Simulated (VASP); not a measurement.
# WS2 in VASP: settings compared

The runs below take WS2 through single point, with PBEsol+D3(BJ), PBE, r2SCAN.

Everything below comes from runs of VASP 6.6.1. Logs are shortened: lines on timing, memory, paths and dates and some standing lists are left out, and cuts for length are marked.

## 1. The cell of the first run

The cell holds a slab with vacuum, 9 atoms: a = 3.118 Å, b = 3.118 Å, c = 27.118 Å, α = 90.00°, β = 90.00°, γ = 120.00°.

## 2. Single point, PBEsol+D3(BJ)

Input file INCAR:

```
SYSTEM = WS2
PREC = Accurate
ENCUT = 520
EDIFF = 1E-6
ISMEAR = -1
SIGMA = 0.05
LREAL = .False.
LASPH = .True.
NELM = 80
ALGO = Normal
ISIF = 2
LWAVE = .False.
LCHARG = .False.
GGA = PS
IVDW = 12
NBANDS = 49
```

Input file KPOINTS:

```
regular mesh
0
Gamma
  10 10 1
  0 0 0
```

Input file POSCAR:

```
WS2
1.0
    3.1176285918      0.0000000000      0.0000000000
   -1.5588142959      2.6999455601      0.0000000000
    0.0000000000      0.0000000000     27.1179848292
W S
3 6
Direct
    0.6666666667      0.3333333333      0.4425440333
    0.6666666667      0.3333333333      0.8768729398
    0.0000000000      0.0000000000      0.6597610227
    0.6666666667      0.3333333333      0.6018370143
    0.0000000000      0.0000000000      0.3845322989
    0.0000000000      0.0000000000      0.8188927936
    0.6666666667      0.3333333333      0.7176865277
    0.0000000000      0.0000000000      0.5005257205
    0.0000000000      0.0000000000      0.9348816391
```

Potentials or basis: VASP PAW PBE potentials, release 64 (W_sv, S).

Command:

```sh
cat potpaw_PBE.64/W_sv/POTCAR potpaw_PBE.64/S/POTCAR > POTCAR
mpirun -np 1 vasp_std > vasp.out
```

OUTCAR:

```text
SYSTEM = WS2
   PREC = Accurate
   ENCUT = 520
   EDIFF = 1E-6
   ISMEAR = -1
   LREAL = .False.
   LASPH = .True.
   NELM = 80
   ISIF = 2
   GGA = PS
   IVDW = 12
 IVDW          = 12

 ion  position               nearest neighbor table
   1  0.667  0.333  0.443-   8 2.39   8 2.39   8 2.39   5 2.39   5 2.39   5 2.39
   2  0.667  0.333  0.877-   6 2.39   6 2.39   6 2.39   9 2.39   9 2.39   9 2.39
   3  0.000  0.000  0.660-   4 2.39   4 2.39   4 2.39   7 2.39   7 2.39   7 2.39
   4  0.667  0.333  0.602-   3 2.39   3 2.39   3 2.39
   5  0.000  0.000  0.385-   1 2.39   1 2.39   1 2.39
   6  0.000  0.000  0.819-   2 2.39   2 2.39   2 2.39
   7  0.667  0.333  0.718-   3 2.39   3 2.39   3 2.39
   8  0.000  0.000  0.501-   1 2.39   1 2.39   1 2.39
   9  0.000  0.000  0.935-   2 2.39   2 2.39   2 2.39

  LATTYP: Found a hexagonal cell.
 ALAT       =     3.1176285918
 C/A-ratio  =     8.6982730722

  Lattice vectors:

 A1 = (   3.1176285918,   0.0000000000,   0.0000000000)
 A2 = (  -1.5588142959,   2.6999455601,   0.0000000000)
 A3 = (   0.0000000000,   0.0000000000,  27.1179848292)

Analysis of symmetry for initial positions (statically):
=====================================================================
 Subroutine PRICEL returns:
 Original cell was already a primitive cell.

 Routine SETGRP: Setting up the symmetry group for a
 hexagonal supercell.

 Subroutine GETGRP returns: Found  6 space group operations
 (whereof  6 operations were pure point group operations)
 out of a pool of 24 trial point group operations.

The static configuration has the point symmetry C_3v.

Analysis of symmetry for dynamics (positions and initial velocities):
=====================================================================
 Subroutine PRICEL returns:
 Original cell was already a primitive cell.

 Routine SETGRP: Setting up the symmetry group for a
 hexagonal supercell.

 Subroutine GETGRP returns: Found  6 space group operations
 (whereof  6 operations were pure point group operations)
 out of a pool of 24 trial point group operations.

The dynamic configuration has the point symmetry C_3v.

 Subroutine INISYM returns: Found  6 space group operations
 (whereof  6 operations are pure point group operations),
 and found     1 'primitive' translations

----------------------------------------------------------------------------------------

                                     Primitive cell

  volume of cell :     228.2637

  direct lattice vectors                    reciprocal lattice vectors
     3.117628592  0.000000000  0.000000000     0.320756617  0.185188919  0.000000000
    -1.558814296  2.699945560  0.000000000     0.000000000  0.370377838  0.000000000
     0.000000000  0.000000000 27.117984829     0.000000000  0.000000000  0.036875896

  length of vectors
     3.117628592  3.117628592 27.117984829     0.370377838  0.370377838  0.036875896

  position of ions in fractional coordinates (direct lattice)
     0.666666667  0.333333333  0.442544033
     0.666666667  0.333333333  0.876872940
     0.000000000  0.000000000  0.659761023
     0.666666667  0.333333333  0.601837014
     0.000000000  0.000000000  0.384532299
     0.000000000  0.000000000  0.818892794
     0.666666667  0.333333333  0.717686528
     0.000000000  0.000000000  0.500525721
     0.000000000  0.000000000  0.934881639

  ion indices of the primitive-cell ions
   primitive index   ion index
                 1           1
                 2           2
                 3           3
                 4           4
                 5           5
                 6           6
                 7           7
                 8           8
                 9           9

----------------------------------------------------------------------------------------

 KPOINTS: regular mesh

Automatic generation of k-mesh.
 Grid dimensions read from file:
 generate k-points for:   10   10    1

 Generating k-lattice:

  Cartesian coordinates                     Fractional coordinates (reciprocal lattice)
     0.032075662  0.018518892  0.000000000     0.100000000  0.000000000  0.000000000
     0.000000000  0.037037784  0.000000000     0.000000000  0.100000000  0.000000000
     0.000000000  0.000000000  0.036875896     0.000000000  0.000000000  1.000000000

  Length of vectors
     0.037037784  0.037037784  0.036875896

  Shift w.r.t. Gamma in fractional coordinates (k-lattice)
     0.000000000  0.000000000  0.000000000

 Subroutine IBZKPT returns following result:
 ===========================================

 Found     14 irreducible k-points:

 Following reciprocal coordinates:
            Coordinates               Weight
  0.000000  0.000000  0.000000      1.000000
  0.100000  0.000000  0.000000      6.000000
  0.200000  0.000000  0.000000      6.000000
  0.300000  0.000000  0.000000      6.000000
  0.400000  0.000000  0.000000      6.000000
  0.500000  0.000000  0.000000      3.000000
  0.100000  0.100000  0.000000      6.000000
  0.200000  0.100000  0.000000     12.000000
  0.300000  0.100000  0.000000     12.000000
  0.400000  0.100000  0.000000     12.000000
  0.200000  0.200000  0.000000      6.000000
  0.300000  0.200000  0.000000     12.000000
  0.400000  0.200000  0.000000      6.000000
  0.300000  0.300000  0.000000      6.000000
   k-points           NKPTS =     14   k-points in BZ     NKDIM =     14   number of bands    NBANDS=     49
   number of dos      NEDOS =    301   number of ions     NIONS =      9
   total plane-waves  NPLWV = 120960
   dimension x,y,z NGX =    24 NGY =   24 NGZ =  210
   dimension x,y,z NGXF=    48 NGYF=   48 NGZF=  420
   ions per type =               3   6
   NGX,Y,Z   is equivalent  to a cutoff of  12.80, 12.80, 12.87 a.u.
   NGXF,Y,Z  is equivalent  to a cutoff of  25.60, 25.60, 25.75 a.u.
 SYSTEM =  WS2
   PREC   = accura    normal or accurate (medium, high low for compatibility)
   ISTART =      0    job   : 0-new  1-cont  2-samecut
   ICHARG =      2    charge: 1-file 2-atom 10-const
   ISPIN  =      1    spin polarized calculation?
   LNONCOLLINEAR =      F non collinear calculations
   LSORBIT =      F    spin-orbit coupling
   LASPH  =      T    aspherical Exc in radial PAW
   ENCUT  =  520.0 eV  38.22 Ry    6.18 a.u.   5.80  5.80 50.42*2*pi/ulx,y,z
   NELM   =     80;   NELMIN=  2; NELMDL= -5     # of ELM steps
   EDIFF  = 0.1E-05   stopping-criterion for ELM
   LREAL  =      F    real-space projection
   EDIFFG = 0.1E-04   stopping-criterion for IOM
   NSW    =      0    number of steps for IOM
   IBRION =     -1    ionic relax: 0-MD 1-quasi-New 2-CG
   NFREE  =      0    steps in history (QN), initial steepest desc. (CG)
   ISIF   =      2    stress and relaxation
   ISYM   =      2    0-nonsym 1-usesym 2-fastsym
   POTIM  = 0.5000    time-step for ionic-motion
   TEBEG  =    0.0;   TEEND  =   0.0 temperature during run
   PSTRESS=    0.0 pullay stress
   NELECT =      78.0000    total number of electrons
   NUPDOWN=      -1.0000    fix difference up-down
   EMIN   =  10.00;   EMAX   =-10.00  energy-range for DOS
   EFERMI =   0.00;   METHOD = LEGACY
   ISMEAR =    -1;   SIGMA  =   0.05  broadening in eV -4-tet -1-fermi 0-gaus
   EFERMI_NEDOS =   21; number of points for ismear=-14 and -15
   IALGO  =     38    algorithm
   IMIX   =      4    mixing-type and parameters
     AMIX     =   0.40;   BMIX     =  1.00
     AMIX_MAG =   1.60;   BMIX_MAG =  1.00
  volume/ion in A,a.u.               =      25.36       171.16
  Fermi-wavevector in a.u.,A,eV,Ry     =   1.144531  2.162849 17.822958  1.309950
  Thomas-Fermi vector in A             =   2.281222
   LORBIT       =      0    0 simple, 1 ext, 2 COOP (PROOUT), +10 PAW based schemes
   GGA     = PS    functional components
   LHFCALC =     F    Hartree Fock is set to
   AEXX    =    0.0000 exact exchange contribution
   IVDW    =    12    specifies the selected vdW correction
   LEPSILON=     F    determine dielectric tensor
   LRPA    =     F    only Hartree local field effects (RPA)
 non-spin polarized calculation
  energy-cutoff  :      520.00
  volume of cell :      228.26
 maximum number of plane-waves:      6180
 NGX is ok and might be reduce to    24
   NGX = 11   NGY = 11   NGZ =101

 number of electron      77.9999994 magnetization

 Free energy of the ion-electron system (eV)
  ---------------------------------------------------
  ext. energy  EPLUGINS =         0.00000000
  ---------------------------------------------------
  free energy    TOTEN  =       -75.69311083 eV

  energy without entropy =      -75.69310830  energy(sigma->0) =      -75.69310957

 E-fermi :   4.1256     XC(G=0):  -7.9269

 val. band max:        3.6701235963   @ k =   0.0000   0.0000   0.0000
 cond. band min:       4.6864139172   @ k =   0.2000   0.2000   0.0000
 fundamental gap:      1.0162903209
 Fermi energy:         4.1256320022

 k-point     1 :       0.0000    0.0000    0.0000
  band No.  band energies     occupation
      1     -70.8619      2.00000
      2     -70.8580      2.00000
      3     -70.8580      2.00000
      4     -35.1663      2.00000
      5     -35.1619      2.00000
      6     -35.1619      2.00000
[... 41 lines left out ...]
     48       6.2181      0.00000
     49       6.3036      0.00000

 k-point     2 :       0.1000    0.0000    0.0000
  band No.  band energies     occupation
      1     -70.8597      2.00000
      2     -70.8558      2.00000
      3     -70.8558      2.00000
      4     -35.1588      2.00000
      5     -35.1545      2.00000
      6     -35.1544      2.00000
[... 41 lines left out ...]
     48       6.1594      0.00000
     49       6.3818      0.00000

 k-point     3 :       0.2000    0.0000    0.0000
  band No.  band energies     occupation
      1     -70.8539      2.00000
      2     -70.8501      2.00000
      3     -70.8501      2.00000
      4     -35.1391      2.00000
      5     -35.1349      2.00000
      6     -35.1348      2.00000
[... 561 lines left out ...]
     48       7.1502      0.00000
     49       8.0039      0.00000

 k-point    14 :       0.3000    0.3000    0.0000
  band No.  band energies     occupation
      1     -70.8366      2.00000
      2     -70.8328      2.00000
      3     -70.8328      2.00000
      4     -35.2728      2.00000
      5     -35.2653      2.00000
      6     -35.2652      2.00000
[... 41 lines left out ...]
     48       7.1385      0.00000
     49       8.5635      0.00000

------------------------ aborting loop because EDIFF is reached ----------------------------------------

 Edisp (eV)   -3.23405

 E8    (eV) :    -2.1238

  FORCE on cell =-STRESS in cart. coord.  units (eV):
  Direction    XX          YY          ZZ          XY          YZ          ZX
  --------------------------------------------------------------------------------------
  -------------------------------------------------------------------------------------
  Total       0.16353     0.16353     0.23285     0.00000    -0.00000     0.00000
  in kB       1.14785     1.14785     1.63440     0.00000    -0.00000     0.00000
  external pressure =        1.31 kB  Pullay stress =        0.00 kB

 VOLUME and BASIS-vectors are now :
 -----------------------------------------------------------------------------
  energy-cutoff  :      520.00
  volume of cell :      228.26
      direct lattice vectors                 reciprocal lattice vectors
     3.117628592  0.000000000  0.000000000     0.320756617  0.185188919  0.000000000
    -1.558814296  2.699945560  0.000000000     0.000000000  0.370377838  0.000000000
     0.000000000  0.000000000 27.117984829     0.000000000  0.000000000  0.036875896

 POSITION                                       TOTAL-FORCE (eV/Angst)
 -----------------------------------------------------------------------------------
      1.55881      0.89998     12.00090         0.000000     -0.000000     -0.002189
      1.55881      0.89998     23.77903        -0.000000      0.000000      0.002212
      0.00000      0.00000     17.89139         0.000000     -0.000000     -0.000083
      1.55881      0.89998     16.32061        -0.000000     -0.000000     -0.027905
      0.00000      0.00000     10.42774        -0.000000     -0.000000     -0.031097
      0.00000      0.00000     22.20672        -0.000000     -0.000000     -0.022636
      1.55881      0.89998     19.46221         0.000000     -0.000000      0.025358
      0.00000      0.00000     13.57325        -0.000000     -0.000000      0.023656
      0.00000      0.00000     25.35211         0.000000      0.000000      0.032684
 -----------------------------------------------------------------------------------
    total drift:                               -0.000000      0.000000     -0.000014

  FREE ENERGIE OF THE ION-ELECTRON SYSTEM (eV)
  ---------------------------------------------------
  free  energy   TOTEN  =       -78.9271560420 eV

  energy  without entropy=      -78.9271535062  energy(sigma->0) =      -78.92715477
```

Run time: 7.8 min. Hardware: 1 thread of Intel Xeon 8259CL, shared host; peak memory 0.41 GiB.

What came out:

```yaml
Free_energy: -78.9272 eV
Largest_force: 0.033 eV/Å
Band_gap_on_the_k_mesh: 1.02 eV (least direct gap 2.28 eV)
Dispersion_energy_per_atom: -0.359 eV
```

Forces in eV/Å, atoms in the order of the input:
```
W    0.000  0.000 -0.002
W    0.000  0.000  0.002
W    0.000  0.000  0.000
S    0.000  0.000 -0.028
S    0.000  0.000 -0.031
S    0.000  0.000 -0.023
S    0.000  0.000  0.025
S    0.000  0.000  0.024
S    0.000  0.000  0.033
```

Caveat: there is no dipole correction, which matters where the two faces differ; the PAW data sets were made with another functional, which shifts forces and pressure a little; spin-orbit coupling is left out, which moves the levels of the heavy elements.

(Part 1 of 2 ends here.)
